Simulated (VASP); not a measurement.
# Nb (I4/mmm) in VASP: notebook, part 2 of 2

VASP 6.6.1. Earlier steps stand in the parts before.

## 4. Electric field gradients, PBEsol (zz strain of +3 %)

Input file INCAR:

```
PREC = Accurate ; ENCUT = 520
EDIFF = 1E-8 ; ISMEAR = -1
SIGMA = 0.08 ; LREAL = False
LASPH = True ; NELM = 100
ALGO = Normal ; ISIF = 2
LWAVE = False ; LCHARG = False
GGA = PS ; LEFG = True
NBANDS = 12
```

Input file KPOINTS:

```
Automatic mesh
0
Gamma
  13 13 13
```

Input file POSCAR:

```
Nb
1.0
    0.0000000000      2.1150000000      2.1784500000
    2.1150000000      0.0000000000      2.1784500000
    2.1150000000      2.1150000000      0.0000000000
Nb
1
Direct
    0.0000000000      0.0000000000      0.0000000000
```

Potentials or basis: VASP PAW PBE potentials, release 64 (Nb_sv).

The run is started by

```console
$ cat potpaw_PBE.64/Nb_sv/POTCAR > POTCAR
$ mpirun -np 1 vasp_std > vasp.out
```

OUTCAR:

```text
PREC = Accurate
   ENCUT = 520
   EDIFF = 1E-8
   ISMEAR = -1
   LREAL = False
   LASPH = True
   NELM = 100
   ISIF = 2
   GGA = PS

 ion  position               nearest neighbor table
   1  0.000  0.000  0.000-

  LATTYP: Found a body centered tetragonal cell.
 ALAT       =     2.9910616844
 C/A-ratio  =     1.4566399692

  Lattice vectors:

 A1 = (  -2.1150000000,   0.0000000000,   2.1784500000)
 A2 = (   2.1150000000,   0.0000000000,   2.1784500000)
 A3 = (   0.0000000000,   2.1150000000,  -2.1784500000)

Analysis of symmetry for initial positions (statically):
=====================================================================
 Subroutine PRICEL returns:
 Original cell was already a primitive cell.

 Routine SETGRP: Setting up the symmetry group for a
 body centered tetragonal supercell.

 Subroutine GETGRP returns: Found 16 space group operations
 (whereof 16 operations were pure point group operations)
 out of a pool of 16 trial point group operations.

The static configuration has the point symmetry D_4h.

Analysis of symmetry for dynamics (positions and initial velocities):
=====================================================================
 Subroutine PRICEL returns:
 Original cell was already a primitive cell.

 Routine SETGRP: Setting up the symmetry group for a
 body centered tetragonal supercell.

 Subroutine GETGRP returns: Found 16 space group operations
 (whereof 16 operations were pure point group operations)
 out of a pool of 16 trial point group operations.

The dynamic configuration has the point symmetry D_4h.

 Subroutine INISYM returns: Found 16 space group operations
[... 160 lines left out ...]
     10      13.1183      0.00000
     11      22.1173      0.00000
     12      26.1412      0.00000
[... 331 lines left out ...]
 k-point    24 :       0.4615    0.1538    0.0000
  band No.  band energies     occupation
      1     -44.2559      2.00000
      2     -20.8122      2.00000
      3     -20.1706      2.00000
      4     -20.0637      2.00000
      5       7.2050      2.00000
      6       9.3021      1.99999
      7      10.1920      1.58312
      8      11.2158      0.00002
      9      14.7781      0.00000
     10      15.2438      0.00000
     11      20.6380      0.00000
     12      23.4953      0.00000

 [... further k-points ...]

------------------------ aborting loop because EDIFF is reached ----------------------------------------

  FORCE on cell =-STRESS in cart. coord.  units (eV):
  Direction    XX          YY          ZZ          XY          YZ          ZX
  --------------------------------------------------------------------------------------
  -------------------------------------------------------------------------------------
  Total       -1.6204372     -1.6204372     -0.8765312      0.0000000      0.0000000      0.0000000
  in kB     -133.2123389   -133.2123389    -72.0575722      0.0000000      0.0000000      0.0000000
  external PRESSURE =    -112.8274167 kB  Pullay stress =       0.0000000 kB

 VOLUME and BASIS-vectors are now :
 -----------------------------------------------------------------------------
  energy-cutoff  :      520.00
  volume of cell :       19.49
      direct lattice vectors                 reciprocal lattice vectors
     0.000000000  2.115000000  2.178450000    -0.236406619  0.236406619  0.229520990
     2.115000000  0.000000000  2.178450000     0.236406619 -0.236406619  0.229520990
     2.115000000  2.115000000  0.000000000     0.236406619  0.236406619 -0.229520990

 POSITION                                       TOTAL-FORCE (eV/Angst)
 -----------------------------------------------------------------------------------
      0.00000      0.00000      0.00000         0.000000      0.000000      0.000000
 -----------------------------------------------------------------------------------
    total drift:                                0.000000     -0.000000     -0.000000

  FREE ENERGIE OF THE ION-ELECTRON SYSTEM (eV)
  ---------------------------------------------------
  free  energy   TOTEN  =       -10.5790452346 eV

  energy  without entropy=      -10.5457514848  energy(sigma->0) =      -10.56239836

 Electric field gradients (V/A^2)
---------------------------------------------------------------------
 ion       V_xx      V_yy      V_zz      V_xy      V_xz      V_yz
---------------------------------------------------------------------
   1       6.926     6.926   -13.852     0.000     0.000     0.000
---------------------------------------------------------------------

 Electric field gradients after diagonalization (V/A^2)
 (convention: |V_zz| > |V_xx| > |V_yy|)
----------------------------------------------------------------------
 ion       V_xx      V_yy      V_zz     asymmetry (V_yy - V_xx)/ V_zz
----------------------------------------------------------------------
   1       6.926     6.926   -13.852       0.000
----------------------------------------------------------------------

           NMR quadrupolar parameters

 Cq : quadrupolar parameter    Cq=e*Q*V_zz/h
 eta: asymmetry parameters     (V_yy - V_xx)/ V_zz
 Q  : nuclear electric quadrupole moment in mb (millibarn)
----------------------------------------------------------------------
 ion       Cq(MHz)       eta       Q (mb)
----------------------------------------------------------------------
   1      -0.033       0.000       1.000
----------------------------------------------------------------------
```

OSZICAR:

```text
N       E                     dE             d eps       ncg     rms          rms(c)
DAV:   1     0.114784581677E+03    0.11478E+03   -0.72046E+03  4720   0.106E+03
DAV:   2    -0.633428221811E+01   -0.12112E+03   -0.11712E+03  5076   0.384E+02
DAV:   3    -0.108614571592E+02   -0.45272E+01   -0.43266E+01  6824   0.646E+01
DAV:   4    -0.111611597009E+02   -0.29970E+00   -0.29785E+00  6692   0.151E+01
DAV:   5    -0.111710483376E+02   -0.98886E-02   -0.98841E-02  6944   0.231E+00    0.655E+00
DAV:   6    -0.106438814197E+02    0.52717E+00   -0.81017E-01  7508   0.108E+01    0.226E+00
DAV:   7    -0.105764147052E+02    0.67467E-01   -0.22271E-01  7752   0.553E+00    0.102E+00
DAV:   8    -0.105789882401E+02   -0.25735E-02   -0.13249E-02  5664   0.148E+00    0.445E-02
DAV:   9    -0.105790307975E+02   -0.42557E-04   -0.80725E-04  7856   0.304E-01    0.290E-02
DAV:  10    -0.105790456620E+02   -0.14865E-04   -0.13670E-05  5628   0.460E-02    0.113E-02
DAV:  11    -0.105790452591E+02    0.40298E-06   -0.75957E-06  6724   0.421E-02    0.238E-03
DAV:  12    -0.105790453008E+02   -0.41696E-07   -0.65697E-07  7080   0.808E-03    0.733E-04
DAV:  13    -0.105790452327E+02    0.68021E-07   -0.11344E-08  5404   0.117E-03    0.168E-04
DAV:  14    -0.105790452346E+02   -0.18788E-08   -0.32276E-09  3556   0.617E-04
   1 F= -.10579045E+02 E0= -.10562398E+02  d E =-.332937E-01
```

It took 14 s on 1 thread of Intel Xeon 6975P-C (Granite Rapids), shared host; peak memory 0.17 GiB.

Results:

```yaml
Free_energy: -10.5790 eV
Pressure: -11.3 GPa
```

Stress tensor (GPa, compression positive):
```
-13.32   0.00   0.00
  0.00 -13.32   0.00
  0.00   0.00  -7.21
```

Electric field gradients, principal values (V/Å²):
```tsv
atom	least	middle	greatest (by size)
1 Nb	6.926	6.926	-13.852
```

Caveat: the cell differs from its parent crystal (zz strain of +3 %); without QUAD_EFG the Cq values of the log hold for a quadrupole moment of 1 mb, not for the nuclei; the PAW data sets were made with another functional, which shifts forces and pressure a little.

## 5. Electric field gradients, PBEsol (zz strain of +3 %)

Input file INCAR:

```
SYSTEM = Nb
ALGO = Normal
EDIFF = 1E-8
ENCUT = 520
GGA = PS
ISIF = 2
ISMEAR = -1
LASPH = .TRUE.
LCHARG = .FALSE.
LEFG = .TRUE.
LREAL = .FALSE.
LWAVE = .FALSE.
NBANDS = 12
NELM = 80
PREC = Accurate
SIGMA = 0.08
```

Input file KPOINTS:

```
k-points
0
G
  13 13 13
  0 0 0
```

POSCAR is that of step 4.

Potentials or basis: VASP PAW PBE potentials, release 64 (Nb_sv).

The run is started by

```console
$ cat potpaw_PBE.64/Nb_sv/POTCAR > POTCAR
$ mpirun -np 1 vasp_std > vasp.out
```

OUTCAR:

```text
SYSTEM = Nb
   EDIFF = 1E-8
   ENCUT = 520
   GGA = PS
   ISIF = 2
   ISMEAR = -1
   LASPH = .TRUE.
   LREAL = .FALSE.
   NELM = 80
   PREC = Accurate

 ion  position               nearest neighbor table
   1  0.000  0.000  0.000-

  LATTYP: Found a body centered tetragonal cell.
 ALAT       =     2.9910616844
 C/A-ratio  =     1.4566399692

  Lattice vectors:

 A1 = (  -2.1150000000,   0.0000000000,   2.1784500000)
 A2 = (   2.1150000000,   0.0000000000,   2.1784500000)
 A3 = (   0.0000000000,   2.1150000000,  -2.1784500000)

Analysis of symmetry for initial positions (statically):
=====================================================================
 Subroutine PRICEL returns:
 Original cell was already a primitive cell.

 Routine SETGRP: Setting up the symmetry group for a
 body centered tetragonal supercell.

 Subroutine GETGRP returns: Found 16 space group operations
 (whereof 16 operations were pure point group operations)
 out of a pool of 16 trial point group operations.

The static configuration has the point symmetry D_4h.

Analysis of symmetry for dynamics (positions and initial velocities):
=====================================================================
 Subroutine PRICEL returns:
 Original cell was already a primitive cell.

 Routine SETGRP: Setting up the symmetry group for a
 body centered tetragonal supercell.

 Subroutine GETGRP returns: Found 16 space group operations
 (whereof 16 operations were pure point group operations)
 out of a pool of 16 trial point group operations.

The dynamic configuration has the point symmetry D_4h.

 Subroutine INISYM returns: Found 16 space group operations
 (whereof 16 operations are pure point group operations),
 and found     1 'primitive' translations

----------------------------------------------------------------------------------------

                                     Primitive cell

  volume of cell :      19.4894

  direct lattice vectors                    reciprocal lattice vectors
     0.000000000  2.115000000  2.178450000    -0.236406619  0.236406619  0.229520990
     2.115000000  0.000000000  2.178450000     0.236406619 -0.236406619  0.229520990
     2.115000000  2.115000000  0.000000000     0.236406619  0.236406619 -0.229520990

  length of vectors
     3.036259113  3.036259113  2.991061684     0.405531829  0.405531829  0.405531829

  position of ions in fractional coordinates (direct lattice)
     0.000000000  0.000000000  0.000000000

  ion indices of the primitive-cell ions
   primitive index   ion index
                 1           1

----------------------------------------------------------------------------------------

 KPOINTS: k-points

Automatic generation of k-mesh.
 Grid dimensions read from file:
 generate k-points for:   13   13   13

 Generating k-lattice:

  Cartesian coordinates                     Fractional coordinates (reciprocal lattice)
    -0.018185125  0.018185125  0.017655461     0.076923077  0.000000000  0.000000000
     0.018185125 -0.018185125  0.017655461     0.000000000  0.076923077  0.000000000
     0.018185125  0.018185125 -0.017655461     0.000000000  0.000000000  0.076923077

  Length of vectors
[... 71 lines left out ...]
   EFERMI_NEDOS =   21; number of points for ismear=-14 and -15
   IALGO  =     38    algorithm
   IMIX   =      4    mixing-type and parameters
     AMIX     =   0.40;   BMIX     =  1.00
     AMIX_MAG =   1.60;   BMIX_MAG =  1.00
  volume/ion in A,a.u.               =      19.49       131.52
  Fermi-wavevector in a.u.,A,eV,Ry     =   1.430397  2.703058 27.837993  2.046035
  Thomas-Fermi vector in A             =   2.550246
   LORBIT       =      0    0 simple, 1 ext, 2 COOP (PROOUT), +10 PAW based schemes
   GGA     = PS    functional components
   LHFCALC =     F    Hartree Fock is set to
   AEXX    =    0.0000 exact exchange contribution
   IVDW    =     0    specifies the selected vdW correction
   LEPSILON=     F    determine dielectric tensor
   LRPA    =     F    only Hartree local field effects (RPA)
 non-spin polarized calculation
  energy-cutoff  :      520.00
  volume of cell :       19.49
 maximum number of plane-waves:       540
   NGX = 11   NGY = 11   NGZ = 11

 number of electron      12.9999999 magnetization

 Free energy of the ion-electron system (eV)
  ---------------------------------------------------
  ext. energy  EPLUGINS =         0.00000000
  ---------------------------------------------------
  free energy    TOTEN  =       -10.57904523 eV

  energy without entropy =      -10.54575148  energy(sigma->0) =      -10.56239836

 E-fermi :  10.2988     XC(G=0): -12.2283

 val. band max:       10.2945205419   @ k =  -0.3846   0.2308   0.1538
 cond. band min:      10.3012735551   @ k =  -0.4615   0.0000   0.2308
 fundamental gap:      0.0067530132
 Fermi energy:        10.2987521181

 k-point     1 :       0.0000    0.0000    0.0000
  band No.  band energies     occupation
      1     -44.4234      2.00000
      2     -19.9003      2.00000
      3     -19.8927      2.00000
      4     -19.8927      2.00000
      5       4.1629      2.00000
      6      10.2259      1.42640
      7      10.5601      0.07350
      8      10.5601      0.07350
      9      12.6684      0.00000
     10      13.1183      0.00000
     11      22.1173      0.00000
     12      26.1412      0.00000
[... 331 lines left out ...]
 k-point    24 :       0.4615    0.1538    0.0000
  band No.  band energies     occupation
      1     -44.2559      2.00000
      2     -20.8122      2.00000
      3     -20.1706      2.00000
      4     -20.0637      2.00000
      5       7.2050      2.00000
      6       9.3021      1.99999
      7      10.1920      1.58312
      8      11.2158      0.00002
      9      14.7781      0.00000
     10      15.2438      0.00000
     11      20.6380      0.00000
     12      23.4953      0.00000

 [... further k-points ...]

------------------------ aborting loop because EDIFF is reached ----------------------------------------

  FORCE on cell =-STRESS in cart. coord.  units (eV):
  Direction    XX          YY          ZZ          XY          YZ          ZX
  --------------------------------------------------------------------------------------
  -------------------------------------------------------------------------------------
  Total       -1.6204372     -1.6204372     -0.8765312      0.0000000      0.0000000      0.0000000
  in kB     -133.2123389   -133.2123389    -72.0575722      0.0000000      0.0000000      0.0000000
  external PRESSURE =    -112.8274167 kB  Pullay stress =       0.0000000 kB

 VOLUME and BASIS-vectors are now :
 -----------------------------------------------------------------------------
  energy-cutoff  :      520.00
  volume of cell :       19.49
      direct lattice vectors                 reciprocal lattice vectors
     0.000000000  2.115000000  2.178450000    -0.236406619  0.236406619  0.229520990
     2.115000000  0.000000000  2.178450000     0.236406619 -0.236406619  0.229520990
     2.115000000  2.115000000  0.000000000     0.236406619  0.236406619 -0.229520990

 POSITION                                       TOTAL-FORCE (eV/Angst)
 -----------------------------------------------------------------------------------
      0.00000      0.00000      0.00000         0.000000      0.000000      0.000000
 -----------------------------------------------------------------------------------
    total drift:                                0.000000     -0.000000     -0.000000

  FREE ENERGIE OF THE ION-ELECTRON SYSTEM (eV)
  ---------------------------------------------------
  free  energy   TOTEN  =       -10.5790452346 eV

  energy  without entropy=      -10.5457514848  energy(sigma->0) =      -10.56239836

 Electric field gradients (V/A^2)
---------------------------------------------------------------------
 ion       V_xx      V_yy      V_zz      V_xy      V_xz      V_yz
---------------------------------------------------------------------
   1       6.926     6.926   -13.852     0.000     0.000     0.000
---------------------------------------------------------------------

 Electric field gradients after diagonalization (V/A^2)
 (convention: |V_zz| > |V_xx| > |V_yy|)
----------------------------------------------------------------------
 ion       V_xx      V_yy      V_zz     asymmetry (V_yy - V_xx)/ V_zz
----------------------------------------------------------------------
   1       6.926     6.926   -13.852       0.000
----------------------------------------------------------------------

           NMR quadrupolar parameters

 Cq : quadrupolar parameter    Cq=e*Q*V_zz/h
 eta: asymmetry parameters     (V_yy - V_xx)/ V_zz
 Q  : nuclear electric quadrupole moment in mb (millibarn)
----------------------------------------------------------------------
 ion       Cq(MHz)       eta       Q (mb)
----------------------------------------------------------------------
   1      -0.033       0.000       1.000
----------------------------------------------------------------------
```

OSZICAR:

```text
N       E                     dE             d eps       ncg     rms          rms(c)
DAV:   1     0.114784581677E+03    0.11478E+03   -0.72046E+03  4720   0.106E+03
DAV:   2    -0.633428221811E+01   -0.12112E+03   -0.11712E+03  5076   0.384E+02
DAV:   3    -0.108614571592E+02   -0.45272E+01   -0.43266E+01  6824   0.646E+01
DAV:   4    -0.111611597009E+02   -0.29970E+00   -0.29785E+00  6692   0.151E+01
DAV:   5    -0.111710483376E+02   -0.98886E-02   -0.98841E-02  6944   0.231E+00    0.655E+00
DAV:   6    -0.106438814197E+02    0.52717E+00   -0.81017E-01  7508   0.108E+01    0.226E+00
DAV:   7    -0.105764147052E+02    0.67467E-01   -0.22271E-01  7752   0.553E+00    0.102E+00
DAV:   8    -0.105789882401E+02   -0.25735E-02   -0.13249E-02  5664   0.148E+00    0.445E-02
DAV:   9    -0.105790307975E+02   -0.42557E-04   -0.80725E-04  7856   0.304E-01    0.290E-02
DAV:  10    -0.105790456620E+02   -0.14865E-04   -0.13670E-05  5628   0.460E-02    0.113E-02
DAV:  11    -0.105790452591E+02    0.40298E-06   -0.75957E-06  6724   0.421E-02    0.238E-03
DAV:  12    -0.105790453008E+02   -0.41696E-07   -0.65697E-07  7080   0.808E-03    0.733E-04
DAV:  13    -0.105790452327E+02    0.68021E-07   -0.11344E-08  5404   0.117E-03    0.168E-04
DAV:  14    -0.105790452346E+02   -0.18788E-08   -0.32276E-09  3556   0.617E-04
   1 F= -.10579045E+02 E0= -.10562398E+02  d E =-.332937E-01
```

Wall time 14 s (1 thread of Intel Xeon 6975P-C (Granite Rapids), shared host); peak memory 0.17 GiB.

Results:

- Free energy: -10.5790 eV
- Pressure: -11.3 GPa

Levels at points of the mesh, in eV from the Fermi level:
```
           k point  band 4  band 5  band 6  band 7  band 8  band 9
(0.00, 0.00, 0.00)  -30.19   -6.14   -0.07    0.26    0.26    2.37
```

Electric field gradients, principal values (V/Å²):
| atom | least | middle | greatest (by size) |
| --- | --- | --- | --- |
| 1 Nb | 6.926 | 6.926 | -13.852 |

Caveat: the cell differs from its parent crystal (zz strain of +3 %); without QUAD_EFG the Cq values of the log hold for a quadrupole moment of 1 mb, not for the nuclei; the PAW data sets were made with another functional, which shifts forces and pressure a little.
